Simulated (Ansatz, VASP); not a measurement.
Two plane-wave programs on SiO2

Contents of INCAR:

```
PREC = Accurate
ENCUT = 520
EDIFF = 1E-7
ISMEAR = -1
SIGMA = 0.02
LREAL = False
LASPH = True
NELM = 80
ALGO = Normal
ISIF = 2
LWAVE = False
LCHARG = False
GGA = PE
IBRION = 2
NSW = 80
EDIFFG = -0.02
```

The input KPOINTS:

```
Automatic mesh
0
Gamma
  4 4 3
```

The input POSCAR:

```
SiO2
1.0
    4.9329000000      0.0000000000      0.0000000000
    0.0000000000      4.9329000000      0.0000000000
    0.0000000000      0.0000000000      6.4645000000
Si O
4 8
Direct
    0.6822900000      0.6822900000      0.5000000000
    0.8177100000      0.1822900000      0.7500000000
    0.3177100000      0.3177100000      0.0000000000
    0.1822900000      0.8177100000      0.2500000000
    0.3645700000      0.7316500000      0.4480700000
    0.7683500000      0.8645700000      0.6980700000
    0.6354300000      0.2683500000      0.9480700000
    0.2316500000      0.1354300000      0.1980700000
    0.8645700000      0.7683500000      0.3019300000
    0.2683500000      0.6354300000      0.0519300000
    0.1354300000      0.2316500000      0.8019300000
    0.7316500000      0.3645700000      0.5519300000
```

Input for Ansatz:

```yaml
crystal:
  lattice:
    - [4.9329, 0.0, 0.0]
    - [0.0, 4.9329, 0.0]
    - [0.0, 0.0, 6.4645]
  atoms:
    - { symbol: Si, position: [0.68229, 0.68229, 0.5] }
    - { symbol: Si, position: [0.81771, 0.18229, 0.75] }
    - { symbol: Si, position: [0.31771, 0.31771, 0.0] }
    - { symbol: Si, position: [0.18229, 0.81771, 0.25] }
    - { symbol: O, position: [0.36457, 0.73165, 0.44807] }
    - { symbol: O, position: [0.76835, 0.86457, 0.69807] }
    - { symbol: O, position: [0.63543, 0.26835, 0.94807] }
    - { symbol: O, position: [0.23165, 0.13543, 0.19807] }
    - { symbol: O, position: [0.86457, 0.76835, 0.30193] }
    - { symbol: O, position: [0.26835, 0.63543, 0.05193] }
    - { symbol: O, position: [0.13543, 0.23165, 0.80193] }
    - { symbol: O, position: [0.73165, 0.36457, 0.55193] }
kpoints:
  mp_grid: { grid: [4, 4, 3] }
scf:
  occupations: { method: fermi_dirac, width: 0.02 }
hamiltonian:
  xc: pbe
  pseudopotentials: { kind: paw, frozen_core: stored }
output:
  forces: true
  stress: true
  populations: true
  efg: { quadrupole_moments_barn: { O: -0.02558 } }
  write_density: true
  write_potential: true
  elf: true
  volumetric_format: npy
relax:
  f_tol: 0.02
  max_steps: 60
```

Alike in both runs: task relaxation of the atoms; functional PBE; k mesh 4 × 4 × 3; occupations fermi-dirac, width 0.02 eV; no spin polarisation.

|  | VASP | Ansatz |
| --- | --- | --- |
| version | VASP 6.6.1 | Ansatz 0.2.0 |
| potentials or method | VASP PAW PBE potentials, release 64 (Si, O) | plane-wave PAW, scalar-relativistic |
| plane-wave cutoff (eV) | 520 | 420 |
| valence electrons in the cell | 64 | 64 |

```csv
,VASP,Ansatz,Ansatz less VASP
"gap on the k mesh at the Fermi level, each at its own relaxed structure (eV)",5.66,5.65,-0.004
```

Ansatz's warnings: stress scf threshold loose.
